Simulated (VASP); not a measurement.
# Cu (Fm-3m) in VASP: further runs

Runs on Cu. Level: LDA. Tasks: single point, relaxation of cell and atoms.

Everything below comes from runs of VASP 6.6.1. Logs are shortened: lines on timing, memory, paths and dates and some standing lists are left out, and cuts for length are marked.

## 1. The cell of the first run

Symmetry: Fm-3m, No. 225, cubic system. The conventional cell has a = 3.518 Å, b = 3.518 Å, c = 3.518 Å, α = 90.00°, β = 90.00°, γ = 90.00°. Within 3.3 Å of Cu (site symmetry m-3m) lie 12 Cu at 2.49 Å.

## 2. Single point, LDA

File INCAR:

```
ALGO = Normal ; EDIFF = 1E-6
ENCUT = 520 ; ISIF = 2
ISMEAR = -1 ; LASPH = T
LCHARG = F ; LREAL = F
LWAVE = F ; NBANDS = 12
NELM = 80 ; PREC = Accurate
SIGMA = 0.1
```

File KPOINTS:

```
k-points
0
Gamma
  12 12 12
```

File POSCAR:

```
Cu
1.0
    0.0000000000      1.7591765256      1.7591765256
    1.7591765256      0.0000000000      1.7591765256
    1.7591765256      1.7591765256      0.0000000000
Cu
1
Direct
    0.0000000000      0.0000000000      0.0000000000
```

Potentials or basis: VASP PAW LDA potentials, release 64 (Cu).

Command:

```bash
cat potpaw_LDA.64/Cu/POTCAR > POTCAR
mpirun -np 1 vasp_std > vasp.out
```

OUTCAR:

```text
EDIFF = 1E-6
   ENCUT = 520
   ISIF = 2
   ISMEAR = -1
   LASPH = T
   LREAL = F
   NELM = 80
   PREC = Accurate

 ion  position               nearest neighbor table
   1  0.000  0.000  0.000-

  LATTYP: Found a face centered cubic cell.
 ALAT       =     3.5183530512

  Lattice vectors:

 A1 = (   0.0000000000,   1.7591765256,   1.7591765256)
 A2 = (   1.7591765256,   0.0000000000,   1.7591765256)
 A3 = (   1.7591765256,   1.7591765256,   0.0000000000)

Analysis of symmetry for initial positions (statically):
=====================================================================
 Subroutine PRICEL returns:
 Original cell was already a primitive cell.

 Routine SETGRP: Setting up the symmetry group for a
 face centered cubic supercell.

 Subroutine GETGRP returns: Found 48 space group operations
 (whereof 48 operations were pure point group operations)
 out of a pool of 48 trial point group operations.

The static configuration has the point symmetry O_h .

Analysis of symmetry for dynamics (positions and initial velocities):
=====================================================================
 Subroutine PRICEL returns:
 Original cell was already a primitive cell.

 Routine SETGRP: Setting up the symmetry group for a
 face centered cubic supercell.

 Subroutine GETGRP returns: Found 48 space group operations
 (whereof 48 operations were pure point group operations)
 out of a pool of 48 trial point group operations.

The dynamic configuration has the point symmetry O_h .

 Subroutine INISYM returns: Found 48 space group operations
 (whereof 48 operations are pure point group operations),
 and found     1 'primitive' translations

----------------------------------------------------------------------------------------

                                     Primitive cell

  volume of cell :      10.8883

  direct lattice vectors                    reciprocal lattice vectors
     0.000000000  1.759176526  1.759176526    -0.284223893  0.284223893  0.284223893
     1.759176526  0.000000000  1.759176526     0.284223893 -0.284223893  0.284223893
     1.759176526  1.759176526  0.000000000     0.284223893  0.284223893 -0.284223893

  length of vectors
     2.487851301  2.487851301  2.487851301     0.492290223  0.492290223  0.492290223

  position of ions in fractional coordinates (direct lattice)
     0.000000000  0.000000000  0.000000000

  ion indices of the primitive-cell ions
[... 80 lines left out ...]
   ISIF   =      2    stress and relaxation
   ISYM   =      2    0-nonsym 1-usesym 2-fastsym
   POTIM  = 0.5000    time-step for ionic-motion
   TEBEG  =    0.0;   TEEND  =   0.0 temperature during run
   PSTRESS=    0.0 pullay stress
   NELECT =      11.0000    total number of electrons
   NUPDOWN=      -1.0000    fix difference up-down
   EMIN   =  10.00;   EMAX   =-10.00  energy-range for DOS
   EFERMI =   0.00;   METHOD = LEGACY
   ISMEAR =    -1;   SIGMA  =   0.10  broadening in eV -4-tet -1-fermi 0-gaus
   EFERMI_NEDOS =   21; number of points for ismear=-14 and -15
   IALGO  =     38    algorithm
   IMIX   =      4    mixing-type and parameters
     AMIX     =   0.40;   BMIX     =  1.00
     AMIX_MAG =   1.60;   BMIX_MAG =  1.00
  volume/ion in A,a.u.               =      10.89        73.48
  Fermi-wavevector in a.u.,A,eV,Ry     =   1.642680  3.104215 36.713929  2.698398
  Thomas-Fermi vector in A             =   2.732942
   LORBIT       =      0    0 simple, 1 ext, 2 COOP (PROOUT), +10 PAW based schemes
   GGA     = CA    functional components
   LHFCALC =     F    Hartree Fock is set to
   AEXX    =    0.0000 exact exchange contribution
   IVDW    =     0    specifies the selected vdW correction
   LEPSILON=     F    determine dielectric tensor
   LRPA    =     F    only Hartree local field effects (RPA)
 non-spin polarized calculation
  energy-cutoff  :      520.00
  volume of cell :       10.89
 maximum number of plane-waves:       304
   NGX =  9   NGY =  9   NGZ =  9

 number of electron      10.9999998 magnetization

 Free energy of the ion-electron system (eV)
  ---------------------------------------------------
  ext. energy  EPLUGINS =         0.00000000
  ---------------------------------------------------
  free energy    TOTEN  =        -4.70934163 eV

  energy without entropy =       -4.69829829  energy(sigma->0) =       -4.70381996

 E-fermi :   8.3560     XC(G=0): -13.5853

 val. band max:        8.3500457834   @ k =   0.5000   0.3333   0.1667
 cond. band min:       8.4857222077   @ k =   0.5000   0.2500   0.0833
 fundamental gap:      0.1356764243
 Fermi energy:         8.3560073383

 k-point     1 :       0.0000    0.0000    0.0000
  band No.  band energies     occupation
      1      -1.5822      2.00000
      2       5.0614      2.00000
      3       5.0614      2.00000
      4       5.0614      2.00000
      5       6.0112      2.00000
      6       6.0112      2.00000
      7      31.7237      0.00000
      8      34.8442      0.00000
      9      34.8442      0.00000
     10      34.8442      0.00000
     11      37.4608      0.00000
     12      37.4608      0.00000
[... 331 lines left out ...]
 k-point    24 :      -0.4167    0.1667    0.0000
  band No.  band energies     occupation
      1       3.3257      2.00000
      2       4.6623      2.00000
      3       5.2458      2.00000
      4       5.3569      2.00000
      5       6.5418      2.00000
      6       9.4260      0.00005
      7      13.1031      0.00000
      8      23.9148      0.00000
      9      28.5377      0.00000
     10      30.1228      0.00000
     11      38.9821      0.00000
     12      39.7798      0.00000

 [... further k-points ...]

------------------------ aborting loop because EDIFF is reached ----------------------------------------

  FORCE on cell =-STRESS in cart. coord.  units (eV):
  Direction    XX          YY          ZZ          XY          YZ          ZX
  --------------------------------------------------------------------------------------
  -------------------------------------------------------------------------------------
  Total        0.0591051      0.0591051      0.0591051      0.0000000      0.0000000     -0.0000000
  in kB        8.6971510      8.6971510      8.6971510      0.0000000      0.0000000     -0.0000000
  external PRESSURE =       8.6971510 kB  Pullay stress =       0.0000000 kB

 VOLUME and BASIS-vectors are now :
 -----------------------------------------------------------------------------
  energy-cutoff  :      520.00
  volume of cell :       10.89
      direct lattice vectors                 reciprocal lattice vectors
     0.000000000  1.759176526  1.759176526    -0.284223893  0.284223893  0.284223893
     1.759176526  0.000000000  1.759176526     0.284223893 -0.284223893  0.284223893
     1.759176526  1.759176526  0.000000000     0.284223893  0.284223893 -0.284223893

 POSITION                                       TOTAL-FORCE (eV/Angst)
 -----------------------------------------------------------------------------------
      0.00000      0.00000      0.00000        -0.000000     -0.000000     -0.000000
 -----------------------------------------------------------------------------------
    total drift:                               -0.000000     -0.000000     -0.000000

  FREE ENERGIE OF THE ION-ELECTRON SYSTEM (eV)
  ---------------------------------------------------
  free  energy   TOTEN  =        -4.7093416312 eV

  energy  without entropy=       -4.6982982884  energy(sigma->0) =       -4.70381996
```

It took 12 s on 1 thread of AMD EPYC 7R13, shared host; peak memory 0.09 GiB.

Results:

- Free energy: -4.7093 eV
- Pressure: 0.9 GPa
- Band gap on the k mesh: zero (an odd number of electrons rules out a gap without spin polarisation)

## 3. Relaxation of cell and atoms, LDA

This run uses another cell than the first one, of 11.81 Å³/atom.

File INCAR:

```
PREC     = Accurate       # precision mode
ENCUT    = 600            # plane-wave cutoff, eV
EDIFF    = 1E-6           # SCF threshold, eV
ISMEAR   = -1             # smearing method
SIGMA    = 0.1            # smearing width, eV
LREAL    = False          # projectors in reciprocal space
LASPH    = True           # aspherical terms in the spheres
NELM     = 60             # most SCF steps
ALGO     = Normal         # electronic algorithm
ISIF     = 3              # what is computed and relaxed
LWAVE    = False          # write WAVECAR
LCHARG   = False          # write CHGCAR
GGA      = CA             # functional
IBRION   = 2              # ionic algorithm
NSW      = 80             # ionic steps
EDIFFG   = -0.01          # ionic threshold
```

File KPOINTS:

```
regular mesh
0
Gamma
  12 12 12
```

File POSCAR:

```
Cu
1.0
    0.0000000000      1.8075000000      1.8075000000
    1.8075000000      0.0000000000      1.8075000000
    1.8075000000      1.8075000000      0.0000000000
Cu
1
Direct
    0.0000000000      0.0000000000      0.0000000000
```

Potentials or basis: VASP PAW LDA potentials, release 64 (Cu).

Command:

```bash
cat potpaw_LDA.64/Cu/POTCAR > POTCAR
mpirun -np 1 vasp_std > vasp.out
```

Run time: 30 s. Hardware: 1 thread of AMD EPYC 7R13, shared host; peak memory 0.1 GiB.

The run converged. Its results:

```yaml
Free_energy: -4.7099 eV
Relaxed_volume: 10.94 Å³/atom
Relaxed_cell: a = 2.492 Å, b = 2.492 Å, c = 2.492 Å, α = 60.00°, β = 60.00°, γ = 60.00°
Space_group_after_relaxing_to_0.1_Å: Fm-3m (No. 225)
Energy_gained_by_relaxing: 34.4 meV/atom
Ionic_steps: 3
Pressure_after_relaxing: -0.1 GPa
Band_gap_on_the_k_mesh: zero (an odd number of electrons rules out a gap without spin polarisation)
```

Step by step:
| step | energy change (eV) | largest force (eV/Å) | pressure (GPa) | volume (Å³) |
| --- | --- | --- | --- | --- |
| 1 | 0.0000 | 0.0000 | -11.67 | 11.81 |
| 2 | -0.0175 | 0.0000 | 10.55 | 10.40 |
| 3 | -0.0344 | 0.0000 | -0.08 | 10.94 |

Final structure:
```
CELL_PARAMETERS angstrom
0.00000 1.76204 1.76204
1.76204 0.00000 1.76204
1.76204 1.76204 0.00000
ATOMIC_POSITIONS crystal
Cu 0.00000 0.00000 0.00000
```

Levels at points of the mesh, in eV from the Fermi level:
```
           k point  band 3  band 4  band 5  band 6  band 7  band 8  band 9
(0.00, 0.00, 0.00)   -3.28   -3.28   -2.33   -2.33   23.33   26.41   26.41
(0.50, 0.00, 0.00)   -3.31   -1.69   -1.69   -1.16    4.17   21.81   23.17
(0.50, 0.50, 0.00)   -1.71   -1.54   -1.54    1.48    7.71   13.65   13.65
```

LDA usually gives volumes a few per cent too small. Zero-point motion and thermal expansion aren't in these numbers.
